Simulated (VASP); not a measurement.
## Nb: equation of state with optB88-vdW

Crystal: Nb.

```
Nb
1.0
    -1.66395    1.66395    1.66395
     1.66395   -1.66395    1.66395
     1.66395    1.66395   -1.66395
Nb
1
Direct
  0.00000 0.00000 0.00000
```

```
Program             : VASP 6.6.1
Task                : equation of state
Functional          : optB88-vdW
Potentials or basis : VASP PAW PBE potentials, release 64 (Nb_sv)
Cutoff              : 620 eV
k mesh              : 22 × 22 × 22
Occupations         : methfessel-paxton of order 2, width 0.05 eV
Spin                : no spin polarisation
```

```yaml
Equilibrium_volume: 18.04 Å³/atom
Bulk_modulus: 174 GPa
Pressure_derivative_of_the_bulk_modulus: 3.7
```

Energy against volume, from the lowest point:
```
volume (Å³/atom)  energy (meV/atom)
          16.770              53.30
          17.322              15.57
          17.875               0.00
          18.428               3.55
          18.981              23.80
          19.534              58.47
          20.087             105.57
```

Run time: 3.2 min on 1 thread of Intel(R) Xeon(R) 6975P-C (Granite Rapids), on a shared host, peak memory 0.33 GiB.

Caveat: the PAW data sets were made with another functional, which shifts forces and pressure a little.
